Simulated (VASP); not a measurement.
GaP: single point with PBEsol

GaP:

```xyz
2
Lattice="0.0000 2.5072 2.7252 2.5072 0.0000 2.7252 2.5072 2.5072 0.0000" Properties=species:S:1:pos:R:3 pbc="T T T"
Ga    0.0000    0.0000    0.0000
P     3.7608    3.7608    4.0879
```

This cell differs from its parent crystal: strain -0.080 along x and y, +0.000 along z.

```json
{
 "Program": "VASP 6.6.1",
 "Task": "single point",
 "Functional": "PBEsol",
 "Potentials or basis": "VASP PAW PBE potentials, release 64 (Ga_d, P)",
 "Cutoff": "520 eV",
 "k mesh": "8 × 8 × 8",
 "Occupations": "gaussian, width 0.05 eV",
 "Spin": "no spin polarisation"
}
```

| Quantity | Value |
| --- | --- |
| Pressure | 18.8 GPa |
| Band gap on the k mesh | 0.71 eV (least direct gap 2.79 eV) |

Stress tensor (GPa, compression positive):
```
21.23  0.00  0.00
 0.00 21.23  0.00
 0.00  0.00 14.02
```

Levels at points of the mesh, in eV from the valence-band top:
```tsv
k point	band 6	band 7	band 8	band 9	band 10	band 11	band 12	band 13
(0.00, 0.00, 0.00)	-14.10	-0.61	0.00	0.00	2.90	3.54	3.54	3.68
(0.50, 0.00, 0.00)	-11.40	-7.96	-2.03	-1.15	1.63	4.26	4.77	8.19
(0.50, 0.50, 0.00)	-10.61	-8.31	-3.07	-3.07	1.43	1.85	11.66	11.66
(0.50, 0.00, 0.50)	-10.09	-7.64	-3.79	-3.71	0.71	1.00	10.78	11.14
```

Run time: 44 s on 1 thread of AMD EPYC 7R43 64-Core Processor (Zen 3), with other jobs on the host, peak memory 0.13 GiB.

Caveat: the cell differs from its parent crystal (strain -0.080 along x and y, +0.000 along z); the stress differs along the axes, from 14 to 21 GPa; semilocal functionals underestimate gaps, and a narrow one can read as zero; the PAW data sets were made with another functional, which shifts forces and pressure a little. A k mesh can miss the band edges.
